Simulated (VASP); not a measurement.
Input of a VASP 6.6.1 run:

File INCAR:

```
SYSTEM = Mg
PREC     = Accurate       ! precision mode
ENCUT    = 520            ! plane-wave cutoff, eV
EDIFF    = 1E-6           ! SCF threshold, eV
ISMEAR   = -1             ! smearing method
SIGMA    = 0.08           ! smearing width, eV
LREAL    = .False.        ! projectors in reciprocal space
LASPH    = .True.         ! aspherical terms in the spheres
NELM     = 80             ! most SCF steps
ALGO     = Normal         ! electronic algorithm
ISIF     = 2              ! what is computed and relaxed
LWAVE    = .False.        ! write WAVECAR
LCHARG   = .True.         ! write CHGCAR
LELF     = .True.         ! ELF
LVHAR    = .True.       
NBANDS   = 12             ! bands
```

KPOINTS

```
regular mesh
0
Gamma
  4 7 4
  0 0 0
```

Contents of POSCAR:

```
Mg
1.0
    6.4186000000      0.0000000000      0.0000000000
   -1.6046500000      2.7793353284      0.0000000000
    0.0000000000      0.0000000000      5.2103000000
Mg
4
Direct
    0.1573469341      0.6322893039      0.2531003973
    0.6750927791      0.6637917998      0.2579421530
    0.3309944719      0.3585044200      0.7504738691
    0.8413279285      0.3586803614      0.7454989156
```

Potentials or basis: VASP PAW LDA potentials, release 64 (Mg).

Command:

```bash
$ cat potpaw_LDA.64/Mg/POTCAR > POTCAR
$ mpirun -np 1 vasp_std > vasp.out
```

(1) What does it give for the pressure?

(2) Predict the largest force.

(3) Predict the band gap on the k mesh.

Answers

(1) -2.6 GPa.

(2) 0.238 eV/Å.

(3) zero (band 4 reaches 3.25 eV, above the bottom of band 5 at 1.13 eV).
